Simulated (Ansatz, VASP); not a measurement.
**One calculation of TaN, two programs**

```xyz
2
Lattice="2.8792 0.0000 0.0000 -1.4396 2.4935 0.0000 0.0000 0.0000 2.8830" Properties=species:S:1:pos:R:3 pbc="T T T"
Ta    0.0000    1.6623    1.4415
N     0.0000    0.0000    0.0000
```

Change from the starting cell: equal xx and yy strain of -2 %, crystal datasets.

Alike in both runs: task electric field gradients; functional LDA; k mesh 12 × 12 × 10; occupations fermi-dirac, width 0.02 eV; no spin polarisation.

|  | VASP | Ansatz |
| --- | --- | --- |
| version | VASP 6.6.1 | Ansatz 0.2.0 |
| potentials or method | VASP PAW LDA potentials, release 64 (Ta_pv, N), cutoff 520 eV | all-electron PAW with datasets made for the crystal, scalar-relativistic |

|  | VASP | Ansatz | Ansatz less VASP |
| --- | --- | --- | --- |
| pressure (GPa) | 4.6 | 2.5 | -2.15 |
| traceless stress, the component that is largest in VASP (GPa) | -8.95 | -9.10 | -0.154 |
| size of Vzz on the site where it differs most (V/Å²) | 25.9 | 67.7 | +41.84 |

LDA's correlation is that of Perdew and Zunger in VASP and of Perdew and Wang (1992) in Ansatz. One of these differences is far larger than is usual between the two programs; its cause wasn't traced. Ansatz ran all-electron here, and VASP with PAW potentials.

Neither program's run includes spin-orbit coupling.
